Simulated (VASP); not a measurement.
# TiCo (Pm-3m) in VASP: notebook, part 2 of 2

VASP 6.6.1. Earlier steps stand in the parts before.

### 3 Single point, PBE, collinear spin, ferromagnetic start

This run uses another cell than the first one, of 14.11 Å³/atom, 1.019 times its volume.

INCAR

```
PREC = Accurate
ENCUT = 520
EDIFF = 1E-6
ISMEAR = -1
SIGMA = 0.05
LREAL = F
LASPH = T
NELM = 150
ALGO = Fast
ISIF = 2
LWAVE = F
LCHARG = F
ISPIN = 2
MAGMOM = 2 1
LORBIT = 11
LMAXMIX = 4
GGA = PE
NBANDS = 22
```

KPOINTS

```
regular mesh
0
Gamma
  9 9 9
```

POSCAR

```
TiCo
1.0
    3.0446770546      0.0000000000      0.0000000000
    0.0000000000      3.0446770546      0.0000000000
    0.0000000000      0.0000000000      3.0446770546
Co Ti
1 1
Direct
    0.5000000000      0.5000000000      0.5000000000
    0.0000000000      0.0000000000      0.0000000000
```

Potentials or basis: VASP PAW PBE potentials, release 64 (Co, Ti_sv).

Started as:

```bash
cat potpaw_PBE.64/Co/POTCAR potpaw_PBE.64/Ti_sv/POTCAR > POTCAR
mpirun -np 1 vasp_std > vasp.out
```

OUTCAR:

```text
PREC = Accurate
   ENCUT = 520
   EDIFF = 1E-6
   ISMEAR = -1
   LREAL = F
   LASPH = T
   NELM = 150
   ISIF = 2
   ISPIN = 2
   LORBIT = 11
   GGA = PE

 ion  position               nearest neighbor table
   1  0.500  0.500  0.500-   2 2.64   2 2.64   2 2.64   2 2.64   2 2.64   2 2.64   2 2.64   2 2.64

   2  0.000  0.000  0.000-   1 2.64   1 2.64   1 2.64   1 2.64   1 2.64   1 2.64   1 2.64   1 2.64

  LATTYP: Found a simple cubic cell.
 ALAT       =     3.0446770546

  Lattice vectors:

 A1 = (   3.0446770546,   0.0000000000,   0.0000000000)
 A2 = (   0.0000000000,   3.0446770546,   0.0000000000)
 A3 = (   0.0000000000,   0.0000000000,   3.0446770546)

Analysis of symmetry for initial positions (statically):
=====================================================================
 Subroutine PRICEL returns:
 Original cell was already a primitive cell.

 Routine SETGRP: Setting up the symmetry group for a
 simple cubic supercell.

 Subroutine GETGRP returns: Found 48 space group operations
[... 790 lines left out ...]

 spin component 2

 k-point     1 :       0.0000    0.0000    0.0000
  band No.  band energies     occupation
      1     -48.0744      1.00000
      2     -24.1831      1.00000
      3     -24.1831      1.00000
      4     -24.1831      1.00000
      5       1.7248      1.00000
      6       5.9888      1.00000
[... 589 lines left out ...]
     21      25.4120      0.00000
     22      28.1145      0.00000

 [... further k-points ...]
[... 5 lines left out ...]
  --------------------------------------------------------------------------------------
  -------------------------------------------------------------------------------------
  Total       -1.6120237     -1.6120237     -1.6120237      0.0000000      0.0000000     -0.0000000
  in kB      -91.5078372    -91.5078372    -91.5078372      0.0000000      0.0000000     -0.0000000
  external PRESSURE =     -91.5078372 kB  Pullay stress =       0.0000000 kB

 VOLUME and BASIS-vectors are now :
 -----------------------------------------------------------------------------
  energy-cutoff  :      520.00
  volume of cell :       28.22
      direct lattice vectors                 reciprocal lattice vectors
     3.044677055  0.000000000  0.000000000     0.328442059  0.000000000  0.000000000
     0.000000000  3.044677055  0.000000000     0.000000000  0.328442059  0.000000000
     0.000000000  0.000000000  3.044677055     0.000000000  0.000000000  0.328442059

 POSITION                                       TOTAL-FORCE (eV/Angst)
 -----------------------------------------------------------------------------------
      1.52234      1.52234      1.52234         0.000000      0.000000      0.000000
      0.00000      0.00000      0.00000         0.000000      0.000000      0.000000
 -----------------------------------------------------------------------------------
    total drift:                                0.000000      0.000000     -0.000000

  FREE ENERGIE OF THE ION-ELECTRON SYSTEM (eV)
  ---------------------------------------------------
  free  energy   TOTEN  =       -15.6301605741 eV

  energy  without entropy=      -15.6119530533  energy(sigma->0) =      -15.62105681

 total charge

# of ion       s       p       d       tot
------------------------------------------
    1        0.503   0.425   7.268   8.195
    2        2.234   6.160   1.814  10.208
--------------------------------------------------
tot          2.737   6.584   9.082  18.403

 magnetization (x)

# of ion       s       p       d       tot
------------------------------------------
    1        0.026  -0.010   0.985   1.002
    2       -0.003  -0.016  -0.047  -0.066
--------------------------------------------------
tot          0.023  -0.026   0.939   0.936
```

OSZICAR:

```text
N       E                     dE             d eps       ncg     rms          rms(c)
DAV:   1     0.169238446455E+03    0.16924E+03   -0.97250E+03  3112   0.121E+03
DAV:   2    -0.706879101081E+01   -0.17631E+03   -0.16803E+03  3128   0.305E+02
DAV:   3    -0.173312445683E+02   -0.10262E+02   -0.10052E+02  3884   0.786E+01
DAV:   4    -0.176232588133E+02   -0.29201E+00   -0.29121E+00  3576   0.119E+01
DAV:   5    -0.176303651824E+02   -0.71064E-02   -0.71059E-02  3820   0.184E+00    0.147E+01
RMM:   6    -0.165216933130E+02    0.11087E+01   -0.58095E+00  3685   0.235E+01    0.110E+01
RMM:   7    -0.178277436920E+02   -0.13061E+01   -0.15585E+00  3850   0.108E+01    0.213E+01
RMM:   8    -0.156023778898E+02    0.22254E+01   -0.59198E-01  3888   0.738E+00    0.215E+00
RMM:   9    -0.155960716777E+02    0.63062E-02   -0.59586E-02  4331   0.146E+00    0.198E+00
RMM:  10    -0.156170613799E+02   -0.20990E-01   -0.30364E-02  4414   0.115E+00    0.169E+00
RMM:  11    -0.156305273813E+02   -0.13466E-01   -0.30182E-02  4251   0.136E+00    0.881E-01
RMM:  12    -0.156328611338E+02   -0.23338E-02   -0.65714E-03  4448   0.622E-01    0.644E-01
RMM:  13    -0.156308986858E+02    0.19624E-02   -0.15756E-03  4458   0.303E-01    0.359E-01
RMM:  14    -0.156303882022E+02    0.51048E-03   -0.47112E-04  4550   0.162E-01    0.205E-01
RMM:  15    -0.156301302882E+02    0.25791E-03   -0.19573E-04  4469   0.106E-01    0.568E-02
RMM:  16    -0.156301528395E+02   -0.22551E-04   -0.58798E-05  4525   0.483E-02    0.234E-02
RMM:  17    -0.156301604145E+02   -0.75750E-05   -0.15617E-05  4130   0.251E-02    0.130E-02
RMM:  18    -0.156301605741E+02   -0.15965E-06   -0.65894E-06  4075   0.142E-02
   1 F= -.15630161E+02 E0= -.15621057E+02  d E =-.182075E-01  mag=     0.8587
```

stdout:

```text
POSCAR found type information on POSCAR CoTi
 POSCAR found :  2 types and       2 ions
 scaLAPACK will be used
 LDA part: xc-table for (Slater+PW92), standard interpolation
 POSCAR, INCAR and KPOINTS ok, starting setup
 FFT: planning ... GRIDC
 FFT: planning ... GRID_SOFT
 FFT: planning ... GRID
 WAVECAR not read
 entering main loop
WARNING in EDDRMM: call to ZHEGV failed, returncode =   8  4      5
WARNING in EDDRMM: call to ZHEGV failed, returncode =   6  3     20
WARNING in EDDRMM: call to ZHEGV failed, returncode =   8  4     11
```

Run time: 26 s. Hardware: 1 thread of Intel Xeon Platinum 8488C (Sapphire Rapids), shared host; peak memory 0.17 GiB.

What came out:

* Free energy: -15.6302 eV
* Pressure: -9.2 GPa
* Net moment: 0.86 μB per cell
* Site moments: Co +1.00; Ti -0.07 μB
* Valence electrons inside the program's atomic spheres: Co 8.20; Ti 10.21
